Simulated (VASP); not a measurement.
# InSe in VASP: further runs, part 2 of 2

VASP 6.6.1.

## 3. Single point, PBE+D3(BJ) (a layer taken out of the bulk)

INCAR

```
PREC = Accurate ; ENCUT = 520
EDIFF = 1E-6 ; ISMEAR = 0
SIGMA = 0.02 ; LREAL = False
LASPH = True ; NELM = 100
ALGO = Normal ; ISIF = 2
LWAVE = False ; LCHARG = False
LDIPOL = True ; IDIPOL = 3
DIPOL = 0.5 0.5 0.500 ; GGA = PE
IVDW = 12 ; NBANDS = 27
```

KPOINTS

```
regular mesh
0
Gamma
  9 9 1
```

POSCAR

```
InSe
1.0
    4.0365502069      0.0000000000      0.0000000000
   -2.0182751035      3.4957550228      0.0000000000
    0.0000000000      0.0000000000     36.7199571833
Se In
2 2
Direct
    0.0000000000      0.0000000000      0.4270154570
    0.0000000000      0.0000000000      0.5729845430
    0.6666666667      0.3333333333      0.4619400746
    0.6666666667      0.3333333333      0.5380044606
```

Potentials or basis: VASP PAW PBE potentials, release 64 (Se, In_d).

On the command line:

```
$ cat potpaw_PBE.64/Se/POTCAR potpaw_PBE.64/In_d/POTCAR > POTCAR
$ mpirun -np 1 vasp_std > vasp.out
```

OUTCAR:

```text
PREC = Accurate
   ENCUT = 520
   EDIFF = 1E-6
   ISMEAR = 0
   LREAL = False
   LASPH = True
   NELM = 100
   ISIF = 2
   GGA = PE
   IVDW = 12
 IVDW          = 12

 ion  position               nearest neighbor table
   1  0.000  0.000  0.427-   3 2.66   3 2.66   3 2.66
   2  0.000  0.000  0.573-   4 2.66   4 2.66   4 2.66
   3  0.667  0.333  0.462-   1 2.66   1 2.66   1 2.66   4 2.79
   4  0.667  0.333  0.538-   2 2.66   2 2.66   2 2.66   3 2.79

  LATTYP: Found a hexagonal cell.
 ALAT       =     4.0365502069
 C/A-ratio  =     9.0968662103

  Lattice vectors:

 A1 = (   4.0365502069,   0.0000000000,   0.0000000000)
 A2 = (  -2.0182751035,   3.4957550228,   0.0000000000)
 A3 = (   0.0000000000,   0.0000000000,  36.7199571833)

Analysis of symmetry for initial positions (statically):
=====================================================================
 Subroutine PRICEL returns:
 Original cell was already a primitive cell.

 Routine SETGRP: Setting up the symmetry group for a
 hexagonal supercell.

 Subroutine GETGRP returns: Found  6 space group operations
 (whereof  6 operations were pure point group operations)
 out of a pool of 24 trial point group operations.

The static configuration has the point symmetry C_3v.

Analysis of symmetry for dynamics (positions and initial velocities):
=====================================================================
 Subroutine PRICEL returns:
 Original cell was already a primitive cell.

 Routine SETGRP: Setting up the symmetry group for a
 hexagonal supercell.

 Subroutine GETGRP returns: Found  6 space group operations
 (whereof  6 operations were pure point group operations)
 out of a pool of 24 trial point group operations.

The dynamic configuration has the point symmetry C_3v.

 Subroutine INISYM returns: Found  6 space group operations
 (whereof  6 operations are pure point group operations),
 and found     1 'primitive' translations

----------------------------------------------------------------------------------------

[... 110 lines left out ...]
   AEXX    =    0.0000 exact exchange contribution
   IVDW    =    12    specifies the selected vdW correction
   LEPSILON=     F    determine dielectric tensor
   LRPA    =     F    only Hartree local field effects (RPA)
 non-spin polarized calculation
 Gauss-broadening in eV      SIGMA  =   0.02
  energy-cutoff  :      520.00
  volume of cell :      518.15
 maximum number of plane-waves:     14035
 NGX is ok and might be reduce to    30
   NGX = 15   NGY = 15   NGZ =137

 number of electron      38.0000004 magnetization

 dipolmoment           0.000000      0.000000      0.000348 electrons x Angstroem

 Free energy of the ion-electron system (eV)
  ---------------------------------------------------
  ext. energy  EPLUGINS =         0.00000000
  ---------------------------------------------------
  free energy    TOTEN  =       -14.20545064 eV

  energy without entropy =      -14.20545064  energy(sigma->0) =      -14.20545064

 E-fermi :  -3.7352     XC(G=0):  -2.3147

 val. band max:       -3.8663626812   @ k =   0.1111   0.1111   0.0000
 cond. band min:      -2.2986132503   @ k =   0.0000   0.0000   0.0000
 fundamental gap:      1.5677494309
 Fermi energy:        -3.7351812219

 k-point     1 :       0.0000    0.0000    0.0000
  band No.  band energies     occupation
      1     -17.9027      2.00000
      2     -17.7178      2.00000
      3     -17.7178      2.00000
      4     -17.6349      2.00000
      5     -17.6349      2.00000
      6     -17.6270      2.00000
[... 349 lines left out ...]
     26       3.6983      0.00000
     27       4.1277      0.00000

------------------------ aborting loop because EDIFF is reached ----------------------------------------

 vacuum level on the upper side and lower side of the slab       (xc-potential included)        -0.003        -0.008

 Edisp (eV)   -0.88317

 E8    (eV) :    -0.4261

  FORCE on cell =-STRESS in cart. coord.  units (eV):
  Direction    XX          YY          ZZ          XY          YZ          ZX
  --------------------------------------------------------------------------------------
  -------------------------------------------------------------------------------------
  Total      -0.02518    -0.02518     0.16268     0.00000     0.00000    -0.00000
  in kB      -0.07787    -0.07787     0.50304     0.00000     0.00000    -0.00000
  external pressure =        0.12 kB  Pullay stress =        0.00 kB

 VOLUME and BASIS-vectors are now :
 -----------------------------------------------------------------------------
  energy-cutoff  :      520.00
  volume of cell :      518.15
      direct lattice vectors                 reciprocal lattice vectors
     4.036550207  0.000000000  0.000000000     0.247736297  0.143030618  0.000000000
    -2.018275104  3.495755023  0.000000000     0.000000000  0.286061235  0.000000000
     0.000000000  0.000000000 36.719957183     0.000000000  0.000000000  0.027233147

 POSITION                                       TOTAL-FORCE (eV/Angst)
 -----------------------------------------------------------------------------------
      0.00000      0.00000     15.67999         0.000000      0.000000     -0.064285
      0.00000      0.00000     21.03997        -0.000000     -0.000000      0.050883
      2.01828      1.16525     16.96242         0.000000      0.000000      0.049924
      2.01828      1.16525     19.75550        -0.000000      0.000000     -0.036521
 -----------------------------------------------------------------------------------
    total drift:                               -0.000000      0.000000      0.000030

  FREE ENERGIE OF THE ION-ELECTRON SYSTEM (eV)
  ---------------------------------------------------
  free  energy   TOTEN  =       -15.0886199417 eV

  energy  without entropy=      -15.0886199417  energy(sigma->0) =      -15.08861994

 vacuum level on the upper side and lower side of the slab         2.100         2.095
```

stdout:

```text
POSCAR found type information on POSCAR SeIn
 POSCAR found :  2 types and       4 ions
 scaLAPACK will be used
 LDA part: xc-table for (Slater+PW92), standard interpolation
 POSCAR, INCAR and KPOINTS ok, starting setup
 FFT: planning ... GRIDC
 FFT: planning ... GRID_SOFT
 FFT: planning ... GRID
 WAVECAR not read
 entering main loop
```

It took 6.1 min on 1 thread of Intel Xeon Platinum 8488C (Sapphire Rapids), shared host; peak memory 0.62 GiB.

Results:

| Item | Value |
| --- | --- |
| Free energy | -15.0886 eV |
| Largest force | 0.064 eV/Å |
| Band gap on the k mesh | 1.57 eV (least direct gap 1.63 eV) |
| Dispersion energy per atom | -0.221 eV |

Forces in eV/Å, atoms in the order of the input:
```
Se   0.000  0.000 -0.064
Se   0.000  0.000  0.051
In   0.000  0.000  0.050
In   0.000  0.000 -0.037
```

Caveat: the cell differs from its parent crystal (a layer taken out of the bulk); spin-orbit coupling is left out, which moves the levels of the heavy elements.
